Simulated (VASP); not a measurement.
# Cs (Im-3m) in VASP: a series of runs, part 2 of 3

VASP 6.6.1. The steps go on from the part before.

## (4) Single point, PBEsol (strained)

The input, INCAR:

```
ALGO = Fast
EDIFF = 1E-6
ENCUT = 520
GGA = PS
ISIF = 2
ISMEAR = 0
LASPH = True
LCHARG = True
LELF = True
LREAL = False
LVHAR = True
LWAVE = False
NBANDS = 10
NELM = 100
PREC = Accurate
SIGMA = 0.1
```

The input, KPOINTS:

```
k-points
0
Gamma
  10 10 10
```

The input, POSCAR:

```
Cs
1.0
   -3.1491427500      3.1491427500      3.1491427500
    3.1491427500     -3.1491427500      3.1491427500
    3.1491427500      3.1491427500     -3.1491427500
Cs
1
Direct
    0.0000000000      0.0000000000      0.0000000000
```

Potentials or basis: VASP PAW PBE potentials, release 64 (Cs_sv).

Started as:

```console
cat potpaw_PBE.64/Cs_sv/POTCAR > POTCAR
mpirun -np 1 vasp_std > vasp.out
```

OUTCAR:

```text
EDIFF = 1E-6
   ENCUT = 520
   GGA = PS
   ISIF = 2
   ISMEAR = 0
   LASPH = True
   LREAL = False
   NELM = 100
   PREC = Accurate

 ion  position               nearest neighbor table
   1  0.000  0.000  0.000-

  LATTYP: Found a body centered cubic cell.
 ALAT       =     6.2982855000

  Lattice vectors:

 A1 = (  -3.1491427500,   3.1491427500,   3.1491427500)
 A2 = (   3.1491427500,  -3.1491427500,   3.1491427500)
 A3 = (   3.1491427500,   3.1491427500,  -3.1491427500)

Analysis of symmetry for initial positions (statically):
=====================================================================
 Subroutine PRICEL returns:
 Original cell was already a primitive cell.

 Routine SETGRP: Setting up the symmetry group for a
 body centered cubic supercell.

 Subroutine GETGRP returns: Found 48 space group operations
 (whereof 48 operations were pure point group operations)
 out of a pool of 48 trial point group operations.

The static configuration has the point symmetry O_h .

Analysis of symmetry for dynamics (positions and initial velocities):
=====================================================================
 Subroutine PRICEL returns:
 Original cell was already a primitive cell.

 Routine SETGRP: Setting up the symmetry group for a
 body centered cubic supercell.

 Subroutine GETGRP returns: Found 48 space group operations
 (whereof 48 operations were pure point group operations)
 out of a pool of 48 trial point group operations.

The dynamic configuration has the point symmetry O_h .

 Subroutine INISYM returns: Found 48 space group operations
 (whereof 48 operations are pure point group operations),
 and found     1 'primitive' translations

----------------------------------------------------------------------------------------

                                     Primitive cell

  volume of cell :     124.9215

  direct lattice vectors                    reciprocal lattice vectors
    -3.149142750  3.149142750  3.149142750     0.000000000  0.158773368  0.158773368
     3.149142750 -3.149142750  3.149142750     0.158773368  0.000000000  0.158773368
     3.149142750  3.149142750 -3.149142750     0.158773368  0.158773368  0.000000000

  length of vectors
     5.454475243  5.454475243  5.454475243     0.224539450  0.224539450  0.224539450

  position of ions in fractional coordinates (direct lattice)
     0.000000000  0.000000000  0.000000000

  ion indices of the primitive-cell ions
   primitive index   ion index
                 1           1

----------------------------------------------------------------------------------------

 KPOINTS: k-points

Automatic generation of k-mesh.
 Grid dimensions read from file:
 generate k-points for:   10   10   10

 Generating k-lattice:

  Cartesian coordinates                     Fractional coordinates (reciprocal lattice)
     0.000000000  0.015877337  0.015877337     0.100000000  0.000000000  0.000000000
     0.015877337  0.000000000  0.015877337     0.000000000  0.100000000  0.000000000
     0.015877337  0.015877337  0.000000000     0.000000000  0.000000000  0.100000000

  Length of vectors
     0.022453945  0.022453945  0.022453945

  Shift w.r.t. Gamma in fractional coordinates (k-lattice)
     0.000000000  0.000000000  0.000000000

 Subroutine IBZKPT returns following result:
 ===========================================

 Found     47 irreducible k-points:

 Following reciprocal coordinates:
            Coordinates               Weight
  0.000000  0.000000  0.000000      1.000000
  0.100000  0.000000  0.000000     12.000000
  0.200000  0.000000  0.000000     12.000000
  0.300000  0.000000  0.000000     12.000000
  0.400000  0.000000  0.000000     12.000000
  0.500000  0.000000  0.000000      6.000000
[... 16 lines left out ...]
  0.300000  0.300000  0.100000      8.000000
 -0.300000  0.300000  0.100000     24.000000
 [... further k-points ...]
   k-points           NKPTS =     47   k-points in BZ     NKDIM =     47   number of bands    NBANDS=     10
   number of dos      NEDOS =    301   number of ions     NIONS =      1
   total plane-waves  NPLWV =  74088
   dimension x,y,z NGX =    42 NGY =   42 NGZ =   42
   dimension x,y,z NGXF=    84 NGYF=   84 NGZF=   84
   ions per type =               1
   NGX,Y,Z   is equivalent  to a cutoff of  12.80, 12.80, 12.80 a.u.
   NGXF,Y,Z  is equivalent  to a cutoff of  25.60, 25.60, 25.60 a.u.
 SYSTEM =  unknown system
   PREC   = accura    normal or accurate (medium, high low for compatibility)
   ISTART =      0    job   : 0-new  1-cont  2-samecut
   ICHARG =      2    charge: 1-file 2-atom 10-const
   ISPIN  =      1    spin polarized calculation?
   LNONCOLLINEAR =      F non collinear calculations
   LSORBIT =      F    spin-orbit coupling
   LASPH  =      T    aspherical Exc in radial PAW
   ENCUT  =  520.0 eV  38.22 Ry    6.18 a.u.  10.14 10.14 10.14*2*pi/ulx,y,z
   NELM   =    100;   NELMIN=  2; NELMDL= -5     # of ELM steps
   EDIFF  = 0.1E-05   stopping-criterion for ELM
   LREAL  =      F    real-space projection
   EDIFFG = 0.1E-04   stopping-criterion for IOM
   NSW    =      0    number of steps for IOM
   IBRION =     -1    ionic relax: 0-MD 1-quasi-New 2-CG
   NFREE  =      0    steps in history (QN), initial steepest desc. (CG)
   ISIF   =      2    stress and relaxation
   ISYM   =      2    0-nonsym 1-usesym 2-fastsym
   POTIM  = 0.5000    time-step for ionic-motion
   TEBEG  =    0.0;   TEEND  =   0.0 temperature during run
   PSTRESS=    0.0 pullay stress
   NELECT =       9.0000    total number of electrons
   NUPDOWN=      -1.0000    fix difference up-down
   EMIN   =  10.00;   EMAX   =-10.00  energy-range for DOS
   EFERMI =   0.00;   METHOD = LEGACY
   ISMEAR =     0;   SIGMA  =   0.10  broadening in eV -4-tet -1-fermi 0-gaus
   EFERMI_NEDOS =   21; number of points for ismear=-14 and -15
   IALGO  =     68    algorithm
   IMIX   =      4    mixing-type and parameters
     AMIX     =   0.40;   BMIX     =  1.00
     AMIX_MAG =   1.60;   BMIX_MAG =  1.00
  volume/ion in A,a.u.               =     124.92       843.01
  Fermi-wavevector in a.u.,A,eV,Ry     =   0.681203  1.287287  6.313617  0.464038
  Thomas-Fermi vector in A             =   1.759917
   LORBIT       =      0    0 simple, 1 ext, 2 COOP (PROOUT), +10 PAW based schemes
   GGA     = PS    functional components
   LHFCALC =     F    Hartree Fock is set to
   AEXX    =    0.0000 exact exchange contribution
   IVDW    =     0    specifies the selected vdW correction
   LEPSILON=     F    determine dielectric tensor
   LRPA    =     F    only Hartree local field effects (RPA)
 non-spin polarized calculation
 RMM-DIIS sequential band-by-band and
 Gauss-broadening in eV      SIGMA  =   0.10
  energy-cutoff  :      520.00
  volume of cell :      124.92
 maximum number of plane-waves:      3396
 NGX is ok and might be reduce to    42
   NGX = 21   NGY = 21   NGZ = 21

 number of electron       8.9999998 magnetization

 Free energy of the ion-electron system (eV)
  ---------------------------------------------------
  ext. energy  EPLUGINS =         0.00000000
  ---------------------------------------------------
  free energy    TOTEN  =        -0.93022794 eV

  energy without entropy =       -0.92126357  energy(sigma->0) =       -0.92574576

 E-fermi :   0.1868     XC(G=0):  -5.2663

 val. band max:        0.1451442688   @ k =  -0.3000   0.3000   0.3000
 cond. band min:       0.1962827839   @ k =   0.3000   0.2000   0.0000
 fundamental gap:      0.0511385151
 Fermi energy:         0.1867830866

 k-point     1 :       0.0000    0.0000    0.0000
  band No.  band energies     occupation
      1     -23.7177      2.00000
      2     -10.4477      2.00000
      3     -10.4477      2.00000
      4     -10.4477      2.00000
      5      -1.4148      2.00000
      6       2.6317      0.00000
      7       2.6317      0.00000
      8       2.6317      0.00000
      9       3.4453      0.00000
     10       3.4453      0.00000

 k-point     2 :       0.1000    0.0000    0.0000
  band No.  band energies     occupation
      1     -23.7173      2.00000
      2     -10.4579      2.00000
      3     -10.4511      2.00000
      4     -10.4477      2.00000
      5      -1.3130      2.00000
      6       2.5209      0.00000
      7       2.5280      0.00000
      8       2.7326      0.00000
      9       3.2881      0.00000
     10       3.4270      0.00000
[... 274 lines left out ...]
 k-point    24 :      -0.3000    0.3000    0.1000
  band No.  band energies     occupation
      1     -23.7144      2.00000
      2     -10.5147      2.00000
      3     -10.4743      2.00000
      4     -10.4555      2.00000
      5      -0.4853      2.00000
      6       1.6743      0.00000
      7       2.1162      0.00000
      8       2.8628      0.00000
      9       3.4827      0.00000
     10       3.7578      0.00000

 [... further k-points ...]
[... 5 lines left out ...]
  --------------------------------------------------------------------------------------
  -------------------------------------------------------------------------------------
  Total       -0.1852198     -0.1852198     -0.1852198      0.0000000     -0.0000000      0.0000000
  in kB       -2.3755327     -2.3755327     -2.3755327      0.0000000     -0.0000000      0.0000000
  external PRESSURE =      -2.3755327 kB  Pullay stress =       0.0000000 kB

 VOLUME and BASIS-vectors are now :
 -----------------------------------------------------------------------------
  energy-cutoff  :      520.00
  volume of cell :      124.92
      direct lattice vectors                 reciprocal lattice vectors
    -3.149142750  3.149142750  3.149142750     0.000000000  0.158773368  0.158773368
     3.149142750 -3.149142750  3.149142750     0.158773368  0.000000000  0.158773368
     3.149142750  3.149142750 -3.149142750     0.158773368  0.158773368  0.000000000

 POSITION                                       TOTAL-FORCE (eV/Angst)
 -----------------------------------------------------------------------------------
      0.00000      0.00000      0.00000        -0.000000      0.000000      0.000000
 -----------------------------------------------------------------------------------
    total drift:                               -0.000000      0.000000      0.000000

  FREE ENERGIE OF THE ION-ELECTRON SYSTEM (eV)
  ---------------------------------------------------
  free  energy   TOTEN  =        -0.9302279381 eV

  energy  without entropy=       -0.9212635729  energy(sigma->0) =       -0.92574576
```

OSZICAR:

```text
N       E                     dE             d eps       ncg     rms          rms(c)
DAV:   1     0.531319464615E+02    0.53132E+02   -0.28783E+03   940   0.616E+02
DAV:   2     0.462442064132E+01   -0.48508E+02   -0.47498E+02  1234   0.108E+02
DAV:   3    -0.847830230220E+00   -0.54723E+01   -0.54652E+01  1086   0.420E+01
DAV:   4    -0.928622338794E+00   -0.80792E-01   -0.80778E-01  1224   0.611E+00
DAV:   5    -0.928933032357E+00   -0.31069E-03   -0.31069E-03  1326   0.340E-01    0.129E-01
RMM:   6    -0.929425315446E+00   -0.49228E-03   -0.66088E-04   995   0.137E-01    0.921E-02
RMM:   7    -0.930204548677E+00   -0.77923E-03   -0.33854E-03  1027   0.303E-01    0.257E-02
RMM:   8    -0.930223398214E+00   -0.18850E-04   -0.16576E-04  1304   0.824E-02    0.316E-03
RMM:   9    -0.930227366754E+00   -0.39685E-05   -0.36334E-05  1404   0.292E-02    0.193E-03
RMM:  10    -0.930227938149E+00   -0.57139E-06   -0.53690E-06  1372   0.129E-02
   1 F= -.93022794E+00 E0= -.92574576E+00  d E =-.896437E-02
```

stdout:

```text
POSCAR found type information on POSCAR Cs
 POSCAR found :  1 types and       1 ions
 scaLAPACK will be used
 -----------------------------------------------------------------------------
|                                                                             |
|                                                                             |
|     You enforced a specific xc type in the INCAR file but a different       |
|     I HOPE YOU KNOW WHAT YOU ARE DOING!                                     |
|                                                                             |
 -----------------------------------------------------------------------------

 LDA part: xc-table for (Slater+PW92), standard interpolation
 POSCAR, INCAR and KPOINTS ok, starting setup
 FFT: planning ... GRIDC
 FFT: planning ... GRID_SOFT
 FFT: planning ... GRID
 WAVECAR not read
 entering main loop
```

It took 23 s on 1 thread of Intel Xeon 6975P-C (Granite Rapids), shared host; peak memory 0.26 GiB.

What came out:

```yaml
Free_energy: -0.9302 eV
Pressure: -0.2 GPa
```

Caveat: the cell differs from its parent crystal (strained); the PAW data sets were made with another functional, which shifts forces and pressure a little; spin-orbit coupling is left out, which moves the levels of the heavy elements.

[end of part 2 of 3]
